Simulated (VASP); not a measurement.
# GdHS (P4/nmm) in VASP: single point with PBE

Aim: the single point of GdHS with PBE.

Everything below comes from runs of VASP 6.6.1. Logs are shortened: lines on timing, memory, paths and dates and some standing lists are left out, and cuts for length are marked.

### Step 1. The cell of the first run

Symmetry: P4/nmm, No. 129, tetragonal system. The conventional cell has a = 3.745 Å, b = 3.745 Å, c = 6.702 Å, α = 90.00°, β = 90.00°, γ = 90.00°. S (site symmetry 4mm) has 6 Gd at 2.78 to 3.92 Å and 4 H at 3.03 Å and 8 S at 3.28 to 3.75 Å within 4.0 Å. H (site symmetry -4m2) has 4 Gd at 2.42 Å and 4 H at 2.65 Å and 4 S at 3.03 Å within 3.2 Å. Gd (site symmetry 4mm) has 4 H at 2.42 Å and 5 S at 2.78 Å within 3.2 Å.

### Step 2. Single point, PBE, collinear spin, ferromagnetic start

INCAR reads:

```
SYSTEM = GdHS
ALGO = Normal
EDIFF = 1E-6
ENCUT = 520
GGA = PE
ISIF = 2
ISMEAR = 0
ISPIN = 2
LASPH = .True.
LCHARG = .False.
LMAXMIX = 6
LORBIT = 11
LREAL = .False.
LWAVE = .False.
MAGMOM = 0 0 0 0 7 7
NBANDS = 38
NELM = 150
PREC = Accurate
SIGMA = 0.0196
```

KPOINTS reads:

```
k-points
0
Gamma
  6 6 4
  0 0 0
```

POSCAR reads:

```
GdHS
1.0
    3.7452320000      0.0000000000      0.0000000000
    0.0000000000      3.7452320000      0.0000000000
    0.0000000000      0.0000000000      6.7017520000
S H Gd
2 2 2
Direct
    0.2500000000      0.2500000000      0.6450000000
    0.7500000000      0.7500000000      0.3550000000
    0.7500000000      0.2500000000      0.0000000000
    0.2500000000      0.7500000000      0.0000000000
    0.2500000000      0.2500000000      0.2295000000
    0.7500000000      0.7500000000      0.7705000000
```

Potentials or basis: VASP PAW PBE potentials, release 64 (S, H, Gd).

Launch:

```console
> cat potpaw_PBE.64/S/POTCAR potpaw_PBE.64/H/POTCAR potpaw_PBE.64/Gd/POTCAR > POTCAR
> mpirun -np 1 vasp_std > vasp.out
```

OUTCAR:

```text
SYSTEM = GdHS
   EDIFF = 1E-6
   ENCUT = 520
   GGA = PE
   ISIF = 2
   ISMEAR = 0
   ISPIN = 2
   LASPH = .True.
   LORBIT = 11
   LREAL = .False.
   NELM = 150
   PREC = Accurate

 ion  position               nearest neighbor table
   1  0.250  0.250  0.645-   6 2.78   6 2.78   6 2.78   6 2.78   5 2.78
   2  0.750  0.750  0.355-   5 2.78   5 2.78   5 2.78   5 2.78   6 2.78
   3  0.750  0.250  0.000-
   4  0.250  0.750  0.000-
   5  0.250  0.250  0.230-   2 2.78   2 2.78   2 2.78   2 2.78   1 2.78
   6  0.750  0.750  0.770-   1 2.78   1 2.78   1 2.78   1 2.78   2 2.78

  LATTYP: Found a simple tetragonal cell.
 ALAT       =     3.7452320000
 C/A-ratio  =     1.7894090406

  Lattice vectors:

 A1 = (   3.7452320000,   0.0000000000,   0.0000000000)
 A2 = (   0.0000000000,   3.7452320000,   0.0000000000)
 A3 = (   0.0000000000,   0.0000000000,   6.7017520000)

Analysis of symmetry for initial positions (statically):
=====================================================================
 Subroutine PRICEL returns:
 Original cell was already a primitive cell.

 Routine SETGRP: Setting up the symmetry group for a
 simple tetragonal supercell.

 Subroutine GETGRP returns: Found 16 space group operations
 (whereof  4 operations were pure point group operations)
 out of a pool of 16 trial point group operations.

The static configuration has the point symmetry C_2h.
 The point group associated with its full space group is D_4h.

Analysis of symmetry for dynamics (positions and initial velocities):
=====================================================================
 Subroutine PRICEL returns:
 Original cell was already a primitive cell.

 Routine SETGRP: Setting up the symmetry group for a
 simple tetragonal supercell.

 Subroutine GETGRP returns: Found 16 space group operations
 (whereof  4 operations were pure point group operations)
 out of a pool of 16 trial point group operations.

The dynamic configuration has the point symmetry C_2h.
 The point group associated with its full space group is D_4h.

Analysis of structural, dynamic, and magnetic symmetry:
=====================================================================
 Subroutine PRICEL returns:
 Original cell was already a primitive cell.

 Routine SETGRP: Setting up the symmetry group for a
 simple tetragonal supercell.

 Subroutine GETGRP returns: Found 16 space group operations
 (whereof  4 operations were pure point group operations)
 out of a pool of 16 trial point group operations.

The overall configuration has the point symmetry C_2h.
 The point group associated with its full space group is D_4h.

 Subroutine INISYM returns: Found 16 space group operations
 (whereof  4 operations are pure point group operations),
 and found     1 'primitive' translations

----------------------------------------------------------------------------------------

                                     Primitive cell

  volume of cell :      94.0039

  direct lattice vectors                    reciprocal lattice vectors
     3.745232000  0.000000000  0.000000000     0.267006156  0.000000000  0.000000000
     0.000000000  3.745232000  0.000000000     0.000000000  0.267006156  0.000000000
     0.000000000  0.000000000  6.701752000     0.000000000  0.000000000  0.149214713

  length of vectors
     3.745232000  3.745232000  6.701752000     0.267006156  0.267006156  0.149214713

  position of ions in fractional coordinates (direct lattice)
     0.250000000  0.250000000  0.645000000
     0.750000000  0.750000000  0.355000000
     0.750000000  0.250000000  0.000000000
     0.250000000  0.750000000  0.000000000
     0.250000000  0.250000000  0.229500000
     0.750000000  0.750000000  0.770500000

  ion indices of the primitive-cell ions
   primitive index   ion index
                 1           1
                 2           2
                 3           3
                 4           4
                 5           5
                 6           6

----------------------------------------------------------------------------------------

 KPOINTS: k-points

Automatic generation of k-mesh.
 Grid dimensions read from file:
 generate k-points for:    6    6    4

 Generating k-lattice:

  Cartesian coordinates                     Fractional coordinates (reciprocal lattice)
     0.044501026  0.000000000  0.000000000     0.166666667  0.000000000  0.000000000
     0.000000000  0.044501026  0.000000000     0.000000000  0.166666667  0.000000000
     0.000000000  0.000000000  0.037303678     0.000000000  0.000000000  0.250000000

  Length of vectors
     0.044501026  0.044501026  0.037303678

  Shift w.r.t. Gamma in fractional coordinates (k-lattice)
     0.000000000  0.000000000  0.000000000

 Subroutine IBZKPT returns following result:
 ===========================================

 Found     30 irreducible k-points:

 Following reciprocal coordinates:
            Coordinates               Weight
  0.000000  0.000000  0.000000      1.000000
  0.166667  0.000000  0.000000      4.000000
  0.333333  0.000000  0.000000      4.000000
  0.500000  0.000000  0.000000      2.000000
  0.166667  0.166667  0.000000      4.000000
  0.333333  0.166667  0.000000      8.000000
[... 16 lines left out ...]
  0.333333  0.000000  0.500000      4.000000
  0.500000  0.000000  0.500000      2.000000
 [... further k-points ...]
   k-points           NKPTS =     30   k-points in BZ     NKDIM =     30   number of bands    NBANDS=     38
   number of dos      NEDOS =    301   number of ions     NIONS =      6
   total plane-waves  NPLWV =  39200
   dimension x,y,z NGX =    28 NGY =   28 NGZ =   50
   dimension x,y,z NGXF=    56 NGYF=   56 NGZF=  100
   ions per type =               2   2   2
   NGX,Y,Z   is equivalent  to a cutoff of  12.43, 12.43, 12.40 a.u.
   NGXF,Y,Z  is equivalent  to a cutoff of  24.86, 24.86, 24.81 a.u.
 SYSTEM =  GdHS
   PREC   = accura    normal or accurate (medium, high low for compatibility)
   ISTART =      0    job   : 0-new  1-cont  2-samecut
   ICHARG =      2    charge: 1-file 2-atom 10-const
   ISPIN  =      2    spin polarized calculation?
   LNONCOLLINEAR =      F non collinear calculations
   LSORBIT =      F    spin-orbit coupling
   LASPH  =      T    aspherical Exc in radial PAW
   ENCUT  =  520.0 eV  38.22 Ry    6.18 a.u.   6.96  6.96 12.46*2*pi/ulx,y,z
   NELM   =    150;   NELMIN=  2; NELMDL= -5     # of ELM steps
   EDIFF  = 0.1E-05   stopping-criterion for ELM
   LREAL  =      F    real-space projection
   EDIFFG = 0.1E-04   stopping-criterion for IOM
   NSW    =      0    number of steps for IOM
   IBRION =     -1    ionic relax: 0-MD 1-quasi-New 2-CG
   NFREE  =      0    steps in history (QN), initial steepest desc. (CG)
   ISIF   =      2    stress and relaxation
   ISYM   =      2    0-nonsym 1-usesym 2-fastsym
   POTIM  = 0.5000    time-step for ionic-motion
   TEBEG  =    0.0;   TEEND  =   0.0 temperature during run
   PSTRESS=    0.0 pullay stress
   NELECT =      50.0000    total number of electrons
   NUPDOWN=      -1.0000    fix difference up-down
   EMIN   =  10.00;   EMAX   =-10.00  energy-range for DOS
   EFERMI =   0.00;   METHOD = LEGACY
   ISMEAR =     0;   SIGMA  =   0.02  broadening in eV -4-tet -1-fermi 0-gaus
   EFERMI_NEDOS =   21; number of points for ismear=-14 and -15
   IALGO  =     38    algorithm
   IMIX   =      4    mixing-type and parameters
     AMIX     =   0.40;   BMIX     =  1.00
     AMIX_MAG =   1.60;   BMIX_MAG =  1.00
  volume/ion in A,a.u.               =      15.67       105.73
  Fermi-wavevector in a.u.,A,eV,Ry     =   1.326426  2.506581 23.938157  1.759405
  Thomas-Fermi vector in A             =   2.455813
   LORBIT       =     11    0 simple, 1 ext, 2 COOP (PROOUT), +10 PAW based schemes
   GGA     = PE    functional components
   LHFCALC =     F    Hartree Fock is set to
   AEXX    =    0.0000 exact exchange contribution
   IVDW    =     0    specifies the selected vdW correction
   LEPSILON=     F    determine dielectric tensor
   LRPA    =     F    only Hartree local field effects (RPA)
 spin polarized calculation
 Gauss-broadening in eV      SIGMA  =   0.02
  energy-cutoff  :      520.00
  volume of cell :       94.00
 maximum number of plane-waves:      2552
 NGX is ok and might be reduce to    28
   NGX = 13   NGY = 13   NGZ = 25

 number of electron      50.0000009 magnetization       9.6583536

 number of electron      49.9999961 magnetization      14.0137908

 Free energy of the ion-electron system (eV)
  ---------------------------------------------------
  ext. energy  EPLUGINS =         0.00000000
  ---------------------------------------------------
  free energy    TOTEN  =       -47.18115664 eV

  energy without entropy =      -47.18115311  energy(sigma->0) =      -47.18115488

 E-fermi :   4.1743     XC(G=0): -10.6719

 val. band max:        4.1399310845   @ k =   0.0000   0.0000   0.5000
 cond. band min:       4.2087371403   @ k =   0.0000   0.0000   0.5000
 fundamental gap:      0.0688060558
 Fermi energy:         4.1743344744

 spin component 1

 k-point     1 :       0.0000    0.0000    0.0000
  band No.  band energies     occupation
      1     -40.3314      1.00000
      2     -40.3197      1.00000
      3     -17.8874      1.00000
      4     -17.6310      1.00000
      5     -17.6235      1.00000
      6     -17.6235      1.00000
[... 29 lines left out ...]
     36       7.2990      0.00000
     37       7.4197      0.00000

 k-point     2 :       0.1667    0.0000    0.0000
  band No.  band energies     occupation
      1     -40.3271      1.00000
      2     -40.3170      1.00000
      3     -17.8590      1.00000
      4     -17.7163      1.00000
      5     -17.6739      1.00000
      6     -17.6325      1.00000
[... 29 lines left out ...]
     36       7.3874      0.00000
     37       8.1082      0.00000
[... 838 lines left out ...]
     36       7.5659      0.00000
     37       7.6168      0.00000

 k-point    24 :       0.5000    0.0000    0.5000
  band No.  band energies     occupation
      1     -40.3115      1.00000
      2     -40.3115      1.00000
      3     -17.9889      1.00000
      4     -17.9889      1.00000
      5     -17.6807      1.00000
      6     -17.6807      1.00000
[... 29 lines left out ...]
     36       7.7655      0.00000
     37       8.9735      0.00000

 [... further k-points ...]

 spin component 2

 k-point     1 :       0.0000    0.0000    0.0000
  band No.  band energies     occupation
      1     -37.2169      1.00000
      2     -37.2004      1.00000
      3     -15.8204      1.00000
      4     -15.4480      1.00000
      5     -15.4359      1.00000
      6     -15.4359      1.00000
[... 29 lines left out ...]
     36       8.0335      0.00000
     37       8.1673      0.00000

 k-point     2 :       0.1667    0.0000    0.0000
  band No.  band energies     occupation
      1     -37.2111      1.00000
      2     -37.1968      1.00000
      3     -15.7801      1.00000
      4     -15.5662      1.00000
      5     -15.5102      1.00000
      6     -15.4500      1.00000
[... 29 lines left out ...]
     36       8.1293      0.00000
     37       8.9361      0.00000
[... 838 lines left out ...]
     36       8.2819      0.00000
     37       8.3895      0.00000

 k-point    24 :       0.5000    0.0000    0.5000
  band No.  band energies     occupation
      1     -37.1898      1.00000
      2     -37.1898      1.00000
      3     -15.9479      1.00000
      4     -15.9479      1.00000
      5     -15.5139      1.00000
      6     -15.5139      1.00000
[... 29 lines left out ...]
     36       8.5909      0.00000
     37       9.7209      0.00000

 [... further k-points ...]

 [bands above 37 left out]

------------------------ aborting loop because EDIFF is reached ----------------------------------------

  FORCE on cell =-STRESS in cart. coord.  units (eV):
  Direction    XX          YY          ZZ          XY          YZ          ZX
  --------------------------------------------------------------------------------------
  -------------------------------------------------------------------------------------
  Total        2.2397658      2.2397658      0.9280846      0.0000000      0.0000000      0.0000000
  in kB       38.1739751     38.1739751     15.8180274      0.0000000      0.0000000      0.0000000
  external PRESSURE =      30.7219925 kB  Pullay stress =       0.0000000 kB

 VOLUME and BASIS-vectors are now :
 -----------------------------------------------------------------------------
  energy-cutoff  :      520.00
  volume of cell :       94.00
      direct lattice vectors                 reciprocal lattice vectors
     3.745232000  0.000000000  0.000000000     0.267006156  0.000000000  0.000000000
     0.000000000  3.745232000  0.000000000     0.000000000  0.267006156  0.000000000
     0.000000000  0.000000000  6.701752000     0.000000000  0.000000000  0.149214713

 POSITION                                       TOTAL-FORCE (eV/Angst)
 -----------------------------------------------------------------------------------
      0.93631      0.93631      4.32263        -0.000000     -0.000000      0.485373
      2.80892      2.80892      2.37912         0.000000      0.000000     -0.485373
      2.80892      0.93631      0.00000         0.000000      0.000000      0.000000
      0.93631      2.80892      0.00000         0.000000     -0.000000      0.000000
      0.93631      0.93631      1.53805        -0.000000      0.000000     -0.808264
      2.80892      2.80892      5.16370         0.000000     -0.000000      0.808264
 -----------------------------------------------------------------------------------
    total drift:                                0.000000     -0.000000      0.000000

  FREE ENERGIE OF THE ION-ELECTRON SYSTEM (eV)
  ---------------------------------------------------
  free  energy   TOTEN  =       -47.1811566383 eV

  energy  without entropy=      -47.1811531118  energy(sigma->0) =      -47.18115488

 total charge

# of ion       s       p       d       f       tot
--------------------------------------------------
    1        1.326   2.480   0.000   0.000   3.806
    2        1.326   2.480   0.000   0.000   3.806
    3        0.532   0.003   0.000   0.000   0.535
    4        0.532   0.003   0.000   0.000   0.535
    5        2.023   5.635   0.489   7.011  15.159
    6        2.023   5.635   0.489   7.011  15.159
--------------------------------------------------
tot          7.763  16.236   0.978  14.023  39.000

 magnetization (x)

# of ion       s       p       d       f       tot
--------------------------------------------------
    1       -0.002  -0.009   0.000   0.000  -0.011
    2       -0.002  -0.009   0.000   0.000  -0.011
    3       -0.010   0.000   0.000   0.000  -0.010
    4       -0.010   0.000   0.000   0.000  -0.010
    5       -0.007  -0.083   0.061   6.813   6.784
    6       -0.007  -0.083   0.061   6.813   6.784
--------------------------------------------------
tot         -0.038  -0.184   0.122  13.625  13.526
```

Run time: 39 min. Hardware: 1 thread of Intel Xeon Platinum 8259CL at 2.50GHz (Skylake/Cascade Lake), shared host; peak memory 0.33 GiB.

What came out:

```
Free energy                                           : -47.1812 eV
Pressure                                              : 3.1 GPa
Largest force                                         : 0.808 eV/Å
Band gap on the k mesh                                : zero (filled and empty bands overlap)
Net moment                                            : 14.01 μB per cell
Site moments                                          : S -0.01; H -0.01; Gd +6.78 μB
Valence electrons inside the program's atomic spheres : S 3.81; H 0.54; Gd 15.16
```

Forces in eV/Å, atoms in the order of the input:
```
S    0.000  0.000  0.485
S    0.000  0.000 -0.485
H    0.000  0.000  0.000
H    0.000  0.000  0.000
Gd   0.000  0.000 -0.808
Gd   0.000  0.000  0.808
```

Stress tensor (GPa, compression positive):
```
3.82 0.00 0.00
0.00 3.82 0.00
0.00 0.00 1.58
```

Caveat: the cell stands under pressure; spin-orbit coupling is left out, which moves the levels of the heavy elements; semilocal functionals describe open f shells poorly, which spoils levels, moments and volumes. The state reached can hang on the start; a lower one may exist.

The gap in the log of VASP goes by the Fermi energy; the results here count the filled bands.